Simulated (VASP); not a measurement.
# LiCl (P6_3/mmc) in VASP: settings compared, part 2 of 2

VASP 6.6.1. Earlier steps stand in the parts before.

## 3. Dielectric tensor, r2SCAN

This run uses another cell than the first one, of 16.67 Å³/atom.

File INCAR:

```
SYSTEM = LiCl
ALGO = Normal
EDIFF = 1E-8
ENCUT = 520
ISIF = 2
ISMEAR = 0
LASPH = .True.
LCALCEPS = .True.
LCHARG = .False.
LMIXTAU = .True.
LREAL = .False.
LWAVE = .False.
METAGGA = R2SCAN
NELM = 100
PREC = Accurate
SIGMA = 0.01
```

File KPOINTS:

```
k-points
0
Gamma
  6 6 4
  0 0 0
```

File POSCAR:

```
LiCl
1.0
    3.5749486122      0.0000000000      0.0000000000
   -1.7874743061      3.0959963154      0.0000000000
    0.0000000000      0.0000000000      6.0240820410
Li Cl
2 2
Direct
    0.0000000000      0.0000000000      0.0000000000
    0.0000000000      0.0000000000      0.5000000000
    0.3333333333      0.6666666667      0.2500000000
    0.6666666667      0.3333333333      0.7500000000
```

Potentials or basis: VASP PAW PBE potentials, release 64 (Li_sv, Cl).

Command:

```bash
$ cat potpaw_PBE.64/Li_sv/POTCAR potpaw_PBE.64/Cl/POTCAR > POTCAR
$ mpirun -np 1 vasp_std > vasp.out
```

OUTCAR:

```text
SYSTEM = LiCl
   EDIFF = 1E-8
   ENCUT = 520
   ISIF = 2
   ISMEAR = 0
   LASPH = .True.
   LREAL = .False.
   METAGGA = R2SCAN
   NELM = 100
   PREC = Accurate

 ion  position               nearest neighbor table
   1  0.000  0.000  0.000-   3 2.56   4 2.56   4 2.56   3 2.56   4 2.56   3 2.56
   2  0.000  0.000  0.500-   3 2.56   4 2.56   4 2.56   3 2.56   4 2.56   3 2.56
   3  0.333  0.667  0.250-   1 2.56   2 2.56   1 2.56   2 2.56   1 2.56   2 2.56
   4  0.667  0.333  0.750-   1 2.56   2 2.56   1 2.56   2 2.56   1 2.56   2 2.56

  LATTYP: Found a hexagonal cell.
 ALAT       =     3.5749486122
 C/A-ratio  =     1.6850821353

  Lattice vectors:

 A1 = (   3.5749486122,   0.0000000000,   0.0000000000)
 A2 = (  -1.7874743061,   3.0959963154,   0.0000000000)
 A3 = (   0.0000000000,   0.0000000000,   6.0240820410)

Analysis of symmetry for initial positions (statically):
=====================================================================
 Subroutine PRICEL returns:
 Original cell was already a primitive cell.

 Routine SETGRP: Setting up the symmetry group for a
 hexagonal supercell.

 Subroutine GETGRP returns: Found 24 space group operations
 (whereof 12 operations were pure point group operations)
 out of a pool of 24 trial point group operations.

The static configuration has the point symmetry D_3d.
 The point group associated with its full space group is D_6h.

Analysis of symmetry for dynamics (positions and initial velocities):
=====================================================================
 Subroutine PRICEL returns:
 Original cell was already a primitive cell.

 Routine SETGRP: Setting up the symmetry group for a
 hexagonal supercell.

 Subroutine GETGRP returns: Found 24 space group operations
 (whereof 12 operations were pure point group operations)
 out of a pool of 24 trial point group operations.

The dynamic configuration has the point symmetry D_3d.
 The point group associated with its full space group is D_6h.

 Subroutine INISYM returns: Found 24 space group operations
 (whereof 12 operations are pure point group operations),
 and found     1 'primitive' translations

----------------------------------------------------------------------------------------

                                     Primitive cell

  volume of cell :      66.6747

  direct lattice vectors                    reciprocal lattice vectors
     3.574948612  0.000000000  0.000000000     0.279724301  0.161498900  0.000000000
    -1.787474306  3.095996315  0.000000000     0.000000000  0.322997800  0.000000000
     0.000000000  0.000000000  6.024082041     0.000000000  0.000000000  0.166000395

  length of vectors
     3.574948612  3.574948612  6.024082041     0.322997800  0.322997800  0.166000395

  position of ions in fractional coordinates (direct lattice)
     0.000000000  0.000000000  0.000000000
     0.000000000  0.000000000  0.500000000
     0.333333333  0.666666667  0.250000000
     0.666666667  0.333333333  0.750000000

  ion indices of the primitive-cell ions
   primitive index   ion index
                 1           1
                 2           2
                 3           3
                 4           4
[... 99 lines left out ...]
   LRPA       =     F
 non-spin polarized calculation
 Gauss-broadening in eV      SIGMA  =   0.01
  energy-cutoff  :      520.00
  volume of cell :       66.67
 maximum number of plane-waves:      1834
 NGX is ok and might be reduce to    28
   NGX = 13   NGY = 13   NGZ = 23

 Total electronic dipole moment: p[elc]=(     0.00000    -0.00000     6.02408 ) |e| Angst

 number of electron      19.9999997 magnetization

 Free energy of the ion-electron system (eV)
  ---------------------------------------------------
  ext. energy  EPLUGINS =         0.00000000
  ---------------------------------------------------
  free energy    TOTEN  =       -25.16723254 eV

  energy without entropy =      -25.16723254  energy(sigma->0) =      -25.16723254

 E-fermi :   0.4712     XC(G=0):  -9.2166

 val. band max:        0.3253742029   @ k =   0.0000   0.0000   0.0000
 cond. band min:   10000.0000000000   @ k =   0.0000   0.0000   0.0000
 fundamental gap:   9999.6746257971
 Fermi energy:         0.4712499699

 k-point     1 :       0.0000    0.0000    0.0000
  band No.  band energies     occupation
      1     -44.5595      2.00000
      2     -44.5520      2.00000
      3     -13.7545      2.00000
      4     -13.2168      2.00000
      5      -2.6385      2.00000
      6       0.0999      2.00000
      7       0.0999      2.00000
      8       0.1427      2.00000
      9       0.3254      2.00000
     10       0.3254      2.00000
     11   10000.0000      0.00000
     12   10000.0000      0.00000
     13   10000.0000      0.00000
     14   10000.0000      0.00000
[... 377 lines left out ...]
      1     -44.5572      2.00000
      2     -44.5502      2.00000
      3     -13.1378      2.00000
      4     -12.8981      2.00000
      5      -2.4102      2.00000
      6      -2.2549      2.00000
      7      -1.6205      2.00000
      8      -0.7767      2.00000
      9      -0.4536      2.00000
     10       0.0095      2.00000
     11   10000.0000      0.00000
     12   10000.0000      0.00000
     13   10000.0000      0.00000
     14   10000.0000      0.00000

 [... further k-points ...]

------------------------ aborting loop because EDIFF is reached ----------------------------------------

            Ionic dipole moment: p[ion]=(     0.00000     0.00000    -9.03612 ) |e| Angst

 Total electronic dipole moment: p[elc]=(     0.00000     0.00000     6.03086 ) |e| Angst

 MACROSCOPIC STATIC DIELECTRIC TENSOR (including local field effects)
 ------------------------------------------------------
           2.838847     0.000000     0.000000
           0.000000     2.838847     0.000000
           0.000000    -0.000000     2.839298
 ------------------------------------------------------

 PIEZOELECTRIC TENSOR (including local field effects) (e Angst)
          XX          YY          ZZ          XY          YZ          ZX
  --------------------------------------------------------------------------------
  x     0.00000     0.00000     0.00000     0.00000     0.00000     0.00000
  y     0.00000     0.00000     0.00000     0.00000     0.00000     0.00000
  z     0.00000     0.00000     0.00000     0.00000     0.00000     0.00000

 PIEZOELECTRIC TENSOR (including local field effects) (C/m^2)
          XX          YY          ZZ          XY          YZ          ZX
  --------------------------------------------------------------------------------
  x     0.00000     0.00000     0.00000     0.00000     0.00000     0.00000
  y     0.00000     0.00000     0.00000     0.00000     0.00000     0.00000
  z     0.00000     0.00000     0.00000     0.00000     0.00000     0.00000

 BORN EFFECTIVE CHARGES (including local field effects) (in |e|, cummulative output)
 ---------------------------------------------------------------------------------
 ion    1
    1     1.12444     0.00000    -0.00000
    2     0.00000     1.12444     0.00000
    3     0.00000     0.00000     1.15126
 ion    2
    1     1.12444     0.00000     0.00000
    2     0.00000     1.12444    -0.00000
    3     0.00000     0.00000     1.15126
 ion    3
    1    -1.12444     0.00000     0.00000
    2    -0.00000    -1.12444     0.00000
    3    -0.00000     0.00000    -1.15126
 ion    4
    1    -1.12444     0.00000     0.00000
    2    -0.00000    -1.12444     0.00000
    3     0.00000     0.00000    -1.15126

  FORCE on cell =-STRESS in cart. coord.  units (eV):
  Direction    XX          YY          ZZ          XY          YZ          ZX
  --------------------------------------------------------------------------------------
  -------------------------------------------------------------------------------------
  Total       -0.2270067     -0.2270067     -0.1841635      0.0000000     -0.0000000      0.0000000
  in kB       -5.4549169     -5.4549169     -4.4254056      0.0000000     -0.0000000      0.0000000
  external PRESSURE =      -5.1117465 kB  Pullay stress =       0.0000000 kB

 VOLUME and BASIS-vectors are now :
 -----------------------------------------------------------------------------
  energy-cutoff  :      520.00
  volume of cell :       66.67
      direct lattice vectors                 reciprocal lattice vectors
     3.574948612  0.000000000  0.000000000     0.279724301  0.161498900  0.000000000
    -1.787474306  3.095996315  0.000000000     0.000000000  0.322997800  0.000000000
     0.000000000  0.000000000  6.024082041     0.000000000  0.000000000  0.166000395

 POSITION                                       TOTAL-FORCE (eV/Angst)
 -----------------------------------------------------------------------------------
      0.00000      0.00000      0.00000         0.000000     -0.000000      0.000000
      0.00000      0.00000      3.01204         0.000000     -0.000000      0.000000
     -0.00000      2.06400      1.50602        -0.000000      0.000000     -0.000000
      1.78747      1.03200      4.51806         0.000000     -0.000000     -0.000000
 -----------------------------------------------------------------------------------
    total drift:                                0.000000     -0.000000     -0.000000

  FREE ENERGIE OF THE ION-ELECTRON SYSTEM (eV)
  ---------------------------------------------------
  free  energy   TOTEN  =       -25.1672325396 eV

  energy  without entropy=      -25.1672325396  energy(sigma->0) =      -25.16723254
```

Run time: 47 min. Hardware: 1 thread of Intel Xeon 8259CL, shared host; peak memory 0.37 GiB.

Results:

```yaml
Band_gap_on_the_k_mesh: 7.33 eV
Electronic_dielectric_tensor_diagonal: 2.84
Born_charges_mean_of_the_diagonal: Li +1.13; Cl -1.13 e
```

Levels at points of the mesh, in eV from the valence-band top:
```csv
k point,band 6,band 7,band 8,band 9,band 10,band 11,band 12,band 13,band 14
"(0.00, 0.00, 0.00)",-0.23,-0.23,-0.18,0.00,0.00,7.33,7.58,11.15,11.15
"(0.50, 0.00, 0.00)",-2.58,-1.95,-1.10,-0.78,-0.32,7.94,8.94,9.70,10.36
"(0.00, 0.00, 0.50)",-1.74,-0.11,-0.11,-0.11,-0.11,8.11,8.11,11.33,11.33
"(0.50, 0.00, 0.50)",-2.96,-0.95,-0.95,-0.74,-0.74,8.37,8.37,9.41,9.41
```

Electronic dielectric tensor:
```
2.84 0.00 0.00
0.00 2.84 0.00
0.00 0.00 2.84
```

Born effective charge tensors (e):
atom 1, Li
```
1.12 0.00 0.00
0.00 1.12 0.00
0.00 0.00 1.15
```
atom 2, Li
```
1.12 0.00 0.00
0.00 1.12 0.00
0.00 0.00 1.15
```
atom 3, Cl
```
-1.12  0.00  0.00
 0.00 -1.12  0.00
 0.00  0.00 -1.15
```
atom 4, Cl
```
-1.12  0.00  0.00
 0.00 -1.12  0.00
 0.00  0.00 -1.15
```

Dipole moments of the cell (e·Å, modulo the quantum): ionic 0.000, 0.000, -9.036; electronic 0.000, 0.000, 6.031

Caveat: the cutoff is under 1.25 times the usual one of these potentials, so pressure, stress and relaxed cells hold a basis-set (Pulay) error; the PAW data sets were made with another functional, which shifts forces and pressure a little. A k mesh can miss the band edges.

The gap in the log of VASP goes by the Fermi energy; the results here count the filled bands.